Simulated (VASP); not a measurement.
A run of VASP 6.6.1 is set up as follows.

File INCAR:

```
SYSTEM = H2C9
ALGO     = Normal         ! electronic algorithm
DIPOL    = 0.5 0.5 0.359
EDIFF    = 1E-6           ! SCF threshold, eV
ENCUT    = 520            ! plane-wave cutoff, eV
IDIPOL   = 3            
ISIF     = 2              ! what is computed and relaxed
ISMEAR   = 0              ! smearing method
LASPH    = .True.         ! aspherical terms in the spheres
LCHARG   = .False.        ! write CHGCAR
LDIPOL   = .True.       
LREAL    = Auto         
LWAVE    = .False.        ! write WAVECAR
NBANDS   = 55             ! bands
NELM     = 60             ! most SCF steps
PREC     = Accurate       ! precision mode
SIGMA    = 0.05           ! smearing width, eV
```

Contents of KPOINTS:

```
k-points
0
Gamma
  10 5 1
  0 0 0
```

File POSCAR:

```
H2C9
1.0
    2.4973154970      0.0000000000      0.0000000000
    0.0000000000      4.9946309939      0.0000000000
    0.0000000000      0.0000000000     20.5658806949
C H
18 4
Direct
    0.0000000000      0.2500000000      0.2262196243
    0.0000000000      0.7500000000      0.2262196243
    0.0000000000      0.5000000000      0.2691516229
    0.0000000000      0.0000000000      0.2691516229
    0.5000000000      0.5000000000      0.3120836215
    0.5000000000      0.0000000000      0.3120836215
    0.5000000000      0.7500000000      0.3550156201
    0.5000000000      0.2500000000      0.3550156201
    0.0000000000      0.7530664638      0.3979327939
    0.0000000000      0.2469335362      0.3979327939
    0.0000000000      0.0000000000      0.4445598973
    0.0000000000      0.5000000000      0.4376153091
    0.5000000000      0.0000000000      0.4902085694
    0.5000000000      0.5000000000      0.4778767400
    0.5000000000      0.2678065096      0.5289305012
    0.5000000000      0.7321934904      0.5289305012
    0.0000000000      0.3627397278      0.5617326930
    0.0000000000      0.6372602722      0.5617326930
   -0.2843917683      0.2504266612      0.1890712551
    0.2843917683      0.2504266612      0.1890712551
    0.2843917683      0.7495733388      0.1890712551
   -0.2843917683      0.7495733388      0.1890712551
```

Potentials or basis: VASP PAW LDA potentials, release 64 (C, H).

The run is started by

```bash
$ cat potpaw_LDA.64/C/POTCAR potpaw_LDA.64/H/POTCAR > POTCAR
$ mpirun -np 1 vasp_std > vasp.out
```

Problem. Predict the band gap on the k mesh.

Solution. 1.10 eV (least direct gap 1.16 eV).

Problem. Estimate the largest force.

Solution. 1.906 eV/Å.

Forces on the atoms (eV/Å):
```
C    0.000 -0.001  1.906
C    0.000  0.001  1.906
C    0.000  0.000 -1.786
C    0.000  0.000 -1.830
C    0.000  0.000  0.091
C    0.000  0.000 -0.255
C    0.000  0.870 -0.024
C    0.000 -0.870 -0.024
C    0.000  0.015  0.000
C    0.000 -0.015  0.000
C    0.000  0.000  0.006
C    0.000  0.000  0.003
C    0.000  0.000  0.012
C    0.000  0.000 -0.013
C    0.000 -0.053 -0.004
C    0.000  0.053 -0.004
C    0.000 -0.045  0.079
C    0.000  0.045  0.079
H   -0.035  0.000 -0.036
H    0.035  0.000 -0.036
H    0.035  0.000 -0.036
H   -0.035  0.000 -0.036
```
